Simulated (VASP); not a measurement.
Crystal: Si5Ge2.

```
CELL_PARAMETERS angstrom
3.37953 1.76950 4.43291
-3.23632 1.83080 4.29817
0.12470 -3.83237 4.46661
ATOMIC_POSITIONS crystal
Si 0.13573 0.09542 0.09162
Si 0.90441 0.87559 0.91645
Si 0.74603 0.97931 0.26502
Si 0.20031 0.73538 0.01763
Si 0.99271 0.30442 0.68821
Ge 0.70872 0.75991 0.69245
Ge 0.31209 0.24997 0.32863
```

```yaml
Program: VASP 6.6.1
Task: relaxation of cell and atoms
Functional: PBE
Potentials_or_basis: VASP PAW PBE potentials, release 64 (Si, Ge_d)
Cutoff: 600 eV
k_mesh: 3 × 3 × 3
Occupations: gaussian, width 0.1 eV
Spin: no spin polarisation
```

At the start: pressure 9.9 GPa; volume 23.40 Å³/atom.

Q: Where does the relaxation end?

A: Over 25 steps the energy falls by 594.1 meV/atom and the volume is 23.25 Å³/atom (-0.6 %); space group P1 (No. 1, to 0.1 Å) before, R32 (No. 155, to 0.1 Å).

Step by step:
```tsv
step	energy change (eV)	largest force (eV/Å)	pressure (GPa)	volume (Å³)
1	0.0000	12.9266	9.88	163.80
2	-0.6772	4.9635	-5.95	199.83
3	-3.0154	2.5929	-3.75	178.23
4	-3.0374	2.5713	-3.43	177.39
5	-3.0502	2.5372	-2.82	176.00
6	-3.7531	1.3147	-1.11	168.01
7	-3.8296	1.1135	0.27	164.56
8	-3.9844	0.6942	0.48	163.50
9	-3.9903	0.7319	0.58	163.25
10	-4.0599	0.5093	-0.28	164.91
11	-4.0713	0.5177	-0.72	165.88
12	-4.1188	0.3939	0.01	164.16
13	-4.1268	0.4953	0.45	163.15
14	-4.1457	0.1831	-0.16	163.97
15	-4.1460	0.1569	-0.10	163.87
16	-4.1517	0.1216	-0.06	163.62
17	-4.1524	0.1200	-0.04	163.49
18	-4.1553	0.0766	0.10	163.13
19	-4.1553	0.0823	0.12	163.09
20	-4.1567	0.0521	-0.11	163.48
21	-4.1567	0.0550	-0.15	163.55
22	-4.1580	0.0435	-0.06	163.17
23	-4.1583	0.0565	0.01	162.89
24	-4.1586	0.0294	0.04	162.74
25	-4.1586	0.0192	0.03	162.78
```

Final structure:
```
CELL_PARAMETERS angstrom
3.27925 1.89988 4.34733
-3.29565 1.89933 4.34972
-0.00538 -3.79307 4.35014
ATOMIC_POSITIONS crystal
Si 0.11510 0.11445 0.11462
Si 0.88463 0.88571 0.88548
Si 0.71948 0.99983 0.28060
Si 0.28023 0.71989 0.00015
Si 0.00019 0.28027 0.71936
Ge 0.70004 0.69942 0.69996
Ge 0.30033 0.30043 0.29983
```
